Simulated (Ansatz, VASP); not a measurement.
## Two plane-wave programs on Mg2Cd3Te

```xyz
6
Lattice="6.1129 0.0000 0.0000 -3.0565 5.2940 0.0000 0.0000 0.0000 4.8386" Properties=species:S:1:pos:R:3 pbc="T T T"
Mg    3.0565    1.7647    4.6560
Mg    0.0000    3.5293    4.6560
Cd    1.5282    2.6470    2.2166
Cd    3.0565    0.0000    2.2166
Cd   -1.5282    2.6470    2.2166
Te    0.0000    0.0000    4.3296
```

Change from the starting cell: species swapped into the ErCo3Ge2 type (P6mm, No. 183).

Alike in both runs: functional PBE; k mesh 3 × 3 × 4; occupations gaussian, width 0.1 eV; no spin polarisation.

Ansatz relaxed the structure, and its values are those at the end. VASP's run is a single point on that final structure, the one shown.

|  | VASP | Ansatz |
| --- | --- | --- |
| version | VASP 6.6.1 | Ansatz 0.2.0 |
| potentials or method | VASP PAW PBE potentials, release 64 (Mg, Cd, Te), cutoff 520 eV | scalar-relativistic, plane waves, PAW |
| valence electrons in the cell | 46 | 96 |

VASP gave:

| Property | Result |
| --- | --- |
| gap on the k mesh at the Fermi level (eV) | none |
| pressure (GPa) | 0.1 |

Task: What did Ansatz give for the same quantities?

Result: gap on the k mesh at the Fermi level (eV): none; pressure (GPa): 0.0.

A gap of «none» marks a metal or a gap that the smearing closes. VASP's potentials hold 46 valence electrons a cell and Ansatz's 96, so a difference there can come from the potentials and not from the codes.

The k mesh is coarse, so the values compare programs but aren't converged. Neither program's run includes spin-orbit coupling.
